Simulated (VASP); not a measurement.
# WBrF4 (F-43m) in VASP: notebook

Runs on WBrF4. Level: PBE. Tasks: single point.

All numbers are computed with VASP 6.6.1; they aren't measurements. Logs are shortened: lines on timing, memory, paths and dates and some standing lists are left out, and cuts for length are marked.

### Step 1. The cell of the first run

Symmetry: F-43m, No. 216, cubic system. The conventional cell has a = 6.415 Å, b = 6.415 Å, c = 6.415 Å, α = 90.00°, β = 90.00°, γ = 90.00°. W (site symmetry -43m) has 12 F at 2.66 Å and 4 Br at 2.78 Å within 3.5 Å. Br (site symmetry -43m) has 12 F at 2.66 Å and 4 W at 2.78 Å within 3.5 Å. Within 3.0 Å of F (site symmetry 3m) lie 6 F at 2.25 to 2.29 Å and 3 W at 2.66 Å and 3 Br at 2.66 Å.

The cell was generated, and may not be a known phase.

### Step 2. Single point, PBE, collinear spin

INCAR

```
SYSTEM = WBrF4
ALGO = Normal
EDIFF = 1E-6
ENCUT = 520
GGA = PE
ISIF = 2
ISMEAR = 0
ISPIN = 2
LASPH = .TRUE.
LCHARG = .FALSE.
LMAXMIX = 4
LORBIT = 11
LREAL = .FALSE.
LWAVE = .FALSE.
MAGMOM = 1.15 0 0 0 0 0
NBANDS = 38
NELM = 150
PREC = Accurate
SIGMA = 0.1
```

KPOINTS

```
k-points
0
G
  10 10 10
  0 0 0
```

POSCAR

```
WBrF4
1.0
    0.0000000000      3.2074134307      3.2074134307
    3.2074134307      0.0000000000      3.2074134307
    3.2074134307      3.2074134307      0.0000000000
W Br F
1 1 4
Direct
    0.0000000000      0.0000000000      0.0000000000
    0.2500000000      0.2500000000      0.2500000000
    0.1215262786      0.6261579071      0.6261579071
    0.6261579071      0.6261579071      0.1215262786
    0.6261579071      0.6261579071      0.6261579071
    0.6261579071      0.1215262786      0.6261579071
```

Potentials or basis: VASP PAW PBE potentials, release 64 (W_sv, Br, F).

On the command line:

```console
cat potpaw_PBE.64/W_sv/POTCAR potpaw_PBE.64/Br/POTCAR potpaw_PBE.64/F/POTCAR > POTCAR
mpirun -np 1 vasp_std > vasp.out
```

OUTCAR:

```text
SYSTEM = WBrF4
   EDIFF = 1E-6
   ENCUT = 520
   GGA = PE
   ISIF = 2
   ISMEAR = 0
   ISPIN = 2
   LASPH = .TRUE.
   LORBIT = 11
   LREAL = .FALSE.
   NELM = 150
   PREC = Accurate

 ion  position               nearest neighbor table
   1  0.000  0.000  0.000-   4 2.66   6 2.66   3 2.66   4 2.66   3 2.66   6 2.66   5 2.66   5 2.66
                             5 2.66   3 2.66   4 2.66   6 2.66   2 2.78   2 2.78   2 2.78   2 2.78
   2  0.250  0.250  0.250-   1 2.78   1 2.78   1 2.78   1 2.78
   3  0.122  0.626  0.626-   1 2.66   1 2.66   1 2.66
   4  0.626  0.626  0.122-   1 2.66   1 2.66   1 2.66
   5  0.626  0.626  0.626-   1 2.66   1 2.66   1 2.66
   6  0.626  0.122  0.626-   1 2.66   1 2.66   1 2.66

  LATTYP: Found a face centered cubic cell.
 ALAT       =     6.4148268614

  Lattice vectors:

 A1 = (   0.0000000000,   3.2074134307,   3.2074134307)
 A2 = (   3.2074134307,   0.0000000000,   3.2074134307)
 A3 = (   3.2074134307,   3.2074134307,   0.0000000000)

Analysis of symmetry for initial positions (statically):
=====================================================================
 Subroutine PRICEL returns:
 Original cell was already a primitive cell.

 Routine SETGRP: Setting up the symmetry group for a
 face centered cubic supercell.

 Subroutine GETGRP returns: Found 24 space group operations
 (whereof 24 operations were pure point group operations)
 out of a pool of 48 trial point group operations.

The static configuration has the point symmetry T_d .

Analysis of symmetry for dynamics (positions and initial velocities):
=====================================================================
 Subroutine PRICEL returns:
 Original cell was already a primitive cell.

 Routine SETGRP: Setting up the symmetry group for a
 face centered cubic supercell.

 Subroutine GETGRP returns: Found 24 space group operations
 (whereof 24 operations were pure point group operations)
 out of a pool of 48 trial point group operations.

The dynamic configuration has the point symmetry T_d .

Analysis of structural, dynamic, and magnetic symmetry:
=====================================================================
 Subroutine PRICEL returns:
 Original cell was already a primitive cell.

 Routine SETGRP: Setting up the symmetry group for a
 face centered cubic supercell.

 Subroutine GETGRP returns: Found 24 space group operations
 (whereof 24 operations were pure point group operations)
 out of a pool of 48 trial point group operations.

The overall configuration has the point symmetry T_d .

 Subroutine INISYM returns: Found 24 space group operations
 (whereof 24 operations are pure point group operations),
 and found     1 'primitive' translations

----------------------------------------------------------------------------------------

                                     Primitive cell

  volume of cell :      65.9925

  direct lattice vectors                    reciprocal lattice vectors
     0.000000000  3.207413431  3.207413431    -0.155888853  0.155888853  0.155888853
     3.207413431  0.000000000  3.207413431     0.155888853 -0.155888853  0.155888853
     3.207413431  3.207413431  0.000000000     0.155888853  0.155888853 -0.155888853

  length of vectors
     4.535967574  4.535967574  4.535967574     0.270007413  0.270007413  0.270007413

  position of ions in fractional coordinates (direct lattice)
     0.000000000  0.000000000  0.000000000
     0.250000000  0.250000000  0.250000000
     0.121526279  0.626157907  0.626157907
     0.626157907  0.626157907  0.121526279
     0.626157907  0.626157907  0.626157907
     0.626157907  0.121526279  0.626157907

  ion indices of the primitive-cell ions
   primitive index   ion index
                 1           1
                 2           2
                 3           3
                 4           4
                 5           5
                 6           6

----------------------------------------------------------------------------------------

 KPOINTS: k-points

Automatic generation of k-mesh.
 Grid dimensions read from file:
 generate k-points for:   10   10   10

 Generating k-lattice:

  Cartesian coordinates                     Fractional coordinates (reciprocal lattice)
    -0.015588885  0.015588885  0.015588885     0.100000000  0.000000000  0.000000000
[... 43 lines left out ...]
   total plane-waves  NPLWV =  46656
   dimension x,y,z NGX =    36 NGY =   36 NGZ =   36
   dimension x,y,z NGXF=    72 NGYF=   72 NGZF=   72
   ions per type =               1   1   4
   NGX,Y,Z   is equivalent  to a cutoff of  13.19, 13.19, 13.19 a.u.
   NGXF,Y,Z  is equivalent  to a cutoff of  26.39, 26.39, 26.39 a.u.
 SYSTEM =  WBrF4
   PREC   = accura    normal or accurate (medium, high low for compatibility)
   ISTART =      0    job   : 0-new  1-cont  2-samecut
   ICHARG =      2    charge: 1-file 2-atom 10-const
   ISPIN  =      2    spin polarized calculation?
   LNONCOLLINEAR =      F non collinear calculations
   LSORBIT =      F    spin-orbit coupling
   LASPH  =      T    aspherical Exc in radial PAW
   ENCUT  =  520.0 eV  38.22 Ry    6.18 a.u.   8.43  8.43  8.43*2*pi/ulx,y,z
   NELM   =    150;   NELMIN=  2; NELMDL= -5     # of ELM steps
   EDIFF  = 0.1E-05   stopping-criterion for ELM
   LREAL  =      F    real-space projection
   EDIFFG = 0.1E-04   stopping-criterion for IOM
   NSW    =      0    number of steps for IOM
   IBRION =     -1    ionic relax: 0-MD 1-quasi-New 2-CG
   NFREE  =      0    steps in history (QN), initial steepest desc. (CG)
   ISIF   =      2    stress and relaxation
   ISYM   =      2    0-nonsym 1-usesym 2-fastsym
   POTIM  = 0.5000    time-step for ionic-motion
   TEBEG  =    0.0;   TEEND  =   0.0 temperature during run
   PSTRESS=    0.0 pullay stress
   NELECT =      49.0000    total number of electrons
   NUPDOWN=      -1.0000    fix difference up-down
   EMIN   =  10.00;   EMAX   =-10.00  energy-range for DOS
   EFERMI =   0.00;   METHOD = LEGACY
   ISMEAR =     0;   SIGMA  =   0.10  broadening in eV -4-tet -1-fermi 0-gaus
   EFERMI_NEDOS =   21; number of points for ismear=-14 and -15
   IALGO  =     38    algorithm
   IMIX   =      4    mixing-type and parameters
     AMIX     =   0.40;   BMIX     =  1.00
     AMIX_MAG =   1.60;   BMIX_MAG =  1.00
  volume/ion in A,a.u.               =      11.00        74.22
  Fermi-wavevector in a.u.,A,eV,Ry     =   1.482434  2.801393 29.900291  2.197609
  Thomas-Fermi vector in A             =   2.596220
   LORBIT       =     11    0 simple, 1 ext, 2 COOP (PROOUT), +10 PAW based schemes
   GGA     = PE    functional components
   LHFCALC =     F    Hartree Fock is set to
   AEXX    =    0.0000 exact exchange contribution
   IVDW    =     0    specifies the selected vdW correction
   LEPSILON=     F    determine dielectric tensor
   LRPA    =     F    only Hartree local field effects (RPA)
 spin polarized calculation
 Gauss-broadening in eV      SIGMA  =   0.10
  energy-cutoff  :      520.00
  volume of cell :       65.99
 maximum number of plane-waves:      1807
 NGX is ok and might be reduce to    36
   NGX = 17   NGY = 17   NGZ = 17

 number of electron      48.9999996 magnetization       0.9942703

 Free energy of the ion-electron system (eV)
  ---------------------------------------------------
  ext. energy  EPLUGINS =         0.00000000
  ---------------------------------------------------
  free energy    TOTEN  =       -22.72808211 eV

  energy without entropy =      -22.71655618  energy(sigma->0) =      -22.72231914

 E-fermi :   5.2748     XC(G=0): -11.9531

 val. band max:        5.2667509245   @ k =  -0.4000   0.3000   0.0000
 cond. band min:       5.2926161163   @ k =  -0.4000   0.2000   0.0000
 fundamental gap:      0.0258651918
 Fermi energy:         5.2747986451

 spin component 1

 k-point     1 :       0.0000    0.0000    0.0000
  band No.  band energies     occupation
      1     -71.5018      1.00000
      2     -35.5418      1.00000
      3     -35.5418      1.00000
      4     -35.5418      1.00000
      5     -17.8818      1.00000
      6     -15.7251      1.00000
[... 925 lines left out ...]
     35      18.7602      0.00000
     36      20.8454      0.00000

 [... further k-points ...]

 spin component 2

 k-point     1 :       0.0000    0.0000    0.0000
  band No.  band energies     occupation
      1     -70.9053      1.00000
      2     -34.7442      1.00000
      3     -34.7442      1.00000
      4     -34.7442      1.00000
      5     -17.9687      1.00000
      6     -15.8299      1.00000
[... 925 lines left out ...]
     35      18.8529      0.00000
     36      21.0086      0.00000

 [... further k-points ...]

 [bands above 36 left out]

------------------------ aborting loop because EDIFF is reached ----------------------------------------

  FORCE on cell =-STRESS in cart. coord.  units (eV):
  Direction    XX          YY          ZZ          XY          YZ          ZX
  --------------------------------------------------------------------------------------
  -------------------------------------------------------------------------------------
  Total       -0.0583908     -0.0583908     -0.0583908     -0.0000000      0.0000000      0.0000000
  in kB       -1.4176214     -1.4176214     -1.4176214     -0.0000000      0.0000000      0.0000000
  external PRESSURE =      -1.4176214 kB  Pullay stress =       0.0000000 kB

 VOLUME and BASIS-vectors are now :
 -----------------------------------------------------------------------------
  energy-cutoff  :      520.00
  volume of cell :       65.99
      direct lattice vectors                 reciprocal lattice vectors
     0.000000000  3.207413431  3.207413431    -0.155888853  0.155888853  0.155888853
     3.207413431  0.000000000  3.207413431     0.155888853 -0.155888853  0.155888853
     3.207413431  3.207413431  0.000000000     0.155888853  0.155888853 -0.155888853

 POSITION                                       TOTAL-FORCE (eV/Angst)
 -----------------------------------------------------------------------------------
      0.00000      0.00000      0.00000        -0.000000      0.000000     -0.000000
      1.60371      1.60371      1.60371        -0.000000     -0.000000     -0.000000
      4.01669      2.39813      2.39813         0.000497     -0.000497     -0.000497
      2.39813      2.39813      4.01669        -0.000497     -0.000497      0.000497
      4.01669      4.01669      4.01669         0.000497      0.000497      0.000497
      2.39813      4.01669      2.39813        -0.000497      0.000497     -0.000497
 -----------------------------------------------------------------------------------
    total drift:                                0.000001      0.000001      0.000001

  FREE ENERGIE OF THE ION-ELECTRON SYSTEM (eV)
  ---------------------------------------------------
  free  energy   TOTEN  =       -22.7280821110 eV

  energy  without entropy=      -22.7165561755  energy(sigma->0) =      -22.72231914

 total charge

# of ion       s       p       d       tot
------------------------------------------
    1        2.206   6.094   2.834  11.134
    2        1.651   2.992   0.078   4.721
    3        1.761   4.256   0.000   6.016
    4        1.761   4.256   0.000   6.016
    5        1.761   4.256   0.000   6.016
    6        1.761   4.256   0.000   6.016
--------------------------------------------------
tot         10.900  26.109   2.912  39.921

 magnetization (x)

# of ion       s       p       d       tot
------------------------------------------
    1        0.020   0.009   1.137   1.166
    2        0.003  -0.116   0.007  -0.106
    3        0.002  -0.057   0.000  -0.055
    4        0.002  -0.057   0.000  -0.055
    5        0.002  -0.057   0.000  -0.055
    6        0.002  -0.057   0.000  -0.055
--------------------------------------------------
tot          0.030  -0.336   1.144   0.839
```

Wall time 4.7 min (1 thread of AMD EPYC 7R13 (Zen 3), shared host); peak memory 0.32 GiB.

What came out:

| Property | Result |
| --- | --- |
| Free energy | -22.7281 eV |
| Pressure | -0.1 GPa |
| Band gap on the k mesh | zero (filled and empty bands overlap) |
| Net moment | 0.99 μB per cell |
| Site moments | W +1.17; Br -0.11; F -0.06 μB |
| Valence electrons inside the program's atomic spheres | W 11.13; Br 4.72; F 6.02 |

Caveat: spin-orbit coupling is left out, which moves the levels of the heavy elements.

[end of part 1 of 2]

The gap in the log of VASP goes by the Fermi energy; the results here count the filled bands.